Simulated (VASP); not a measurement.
Input of a VASP 6.6.1 run:

File INCAR:

```
SYSTEM = Ca
PREC = Accurate ; ENCUT = 520
EDIFF = 1E-7 ; ISMEAR = 0
SIGMA = 0.05 ; LREAL = .FALSE.
LASPH = .TRUE. ; NELM = 80
ALGO = Normal ; ISIF = 2
LWAVE = .FALSE. ; LCHARG = .TRUE.
GGA = PE ; LELF = .TRUE.
LVHAR = .TRUE. ; NBANDS = 11
```

File KPOINTS:

```
regular mesh
0
G
  8 8 8
  0 0 0
```

File POSCAR:

```
Ca
1.0
    3.8797938100      0.0000000000      0.0000000000
   -1.2932646030      3.6579046836      0.0000000000
   -1.2932646030     -1.8289523412      3.1678383810
Ca
1
Direct
    0.0000000000      0.0000000000      0.0000000000
```

Potentials or basis: VASP PAW PBE potentials, release 64 (Ca_sv).

Run with:

```bash
$ cat potpaw_PBE.64/Ca_sv/POTCAR > POTCAR
$ mpirun -np 1 vasp_std > vasp.out
```

Q: Estimate the band gap on the k mesh.

A: Zero (band 5 reaches 2.10 eV, above the bottom of band 6 at 1.69 eV).

Q: What does it give for the pressure?

A: -1.0 GPa.
